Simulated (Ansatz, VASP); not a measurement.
Two plane-wave programs on Li2S

Contents of POSCAR:

```
Li2S
1.0
    0.0000000000      2.8791000000      2.8791000000
    2.8791000000      0.0000000000      2.8791000000
    2.8791000000      2.8791000000      0.0000000000
S Li
1 2
Direct
    0.0000000000      0.0000000000      0.0000000000
    0.2500000000      0.2500000000      0.2500000000
    0.7500000000      0.7500000000      0.7500000000
```

File INCAR.step1:

```
PREC = Accurate
ENCUT = 830
ISMEAR = 1
SIGMA = 0.0236
LREAL = F
LASPH = T
NELM = 120
NBANDS = 13
GGA = PE
ALGO = Normal
EDIFF = 1E-5
LWAVE = T
LCHARG = F
GGA_COMPAT = F
```

File INCAR.step2:

```
PREC = Accurate
ENCUT = 830
EDIFF = 1E-6
ISMEAR = 1
SIGMA = 0.0236
LREAL = F
LASPH = T
NELM = 120
ALGO = Normal
ISIF = 2
LWAVE = F
LCHARG = T
METAGGA = R2SCAN
LMIXTAU = T
LELF = T
LVHAR = T
NBANDS = 13
ISTART = 1
GGA_COMPAT = F
```

The input KPOINTS:

```
Automatic mesh
0
Gamma
  8 8 8
```

Input for Ansatz:

```yaml
crystal:
  lattice:
    - [0.0, 2.8791, 2.8791]
    - [2.8791, 0.0, 2.8791]
    - [2.8791, 2.8791, 0.0]
  atoms:
    - { symbol: S, position: [0.0, 0.0, 0.0] }
    - { symbol: Li, position: [0.25, 0.25, 0.25] }
    - { symbol: Li, position: [0.75, 0.75, 0.75] }
  symmetry: { tolerance: 0.0003 }
kpoints:
  mp_grid: { grid: [8, 8, 8], shift: [0, 0, 0] }
  band_path:
    path:
      - [0.0, 0.0, 0.0]
      - [0.5, 0.0, 0.5]
      - [0.625, 0.25, 0.625]
      - [0.375, 0.375, 0.75]
      - [0.0, 0.0, 0.0]
      - [0.5, 0.5, 0.5]
      - [0.5, 0.25, 0.75]
      - [0.5, 0.0, 0.5]
    npoints: 8
magnetization:
  spin_polarized: false
scf:
  occupations: { method: methfessel_paxton, width: 0.0236 }
  lower_state_search: "off"
  max_iter: 200
hamiltonian:
  pseudopotentials: { kind: paw }
  xc: r2scan
basis:
  ecutwfc: 500
  fft_grid_basis: typed
output:
  forces: true
  stress: true
  eigenvalues: true
  bader: true
  populations: true
  elf: true
  write_potential: true
  volumetric_format: npy
  dos:
    e_range: [-12, 8]
    de: 0.05
    projected: { site_lists: { Li: [Li], S: [S] } }
checkpoint:
  read: saved_state
```

Alike in both runs: task single point; functional r2SCAN; k mesh 8 × 8 × 8; occupations methfessel-paxton of order 1, width 0.0236 eV; no spin polarisation.

|  | VASP | Ansatz |
| --- | --- | --- |
| version | VASP 6.6.1 | Ansatz 0.2.0 |
| potentials or method | VASP PAW PBE potentials, release 64 (S, Li_sv), cutoff 830 eV | PAW plane waves |
| valence electrons in the cell | 12 | 12 |

```csv
,VASP,Ansatz,Ansatz less VASP
gap on the k mesh at the Fermi level (eV),3.88,3.89,+0.018
pressure (GPa),-1.6,-1.4,+0.22
```

VASP's potentials were made for PBE, not for r2SCAN. The functional is the same, so the differences come from potentials, cutoffs and numerics.
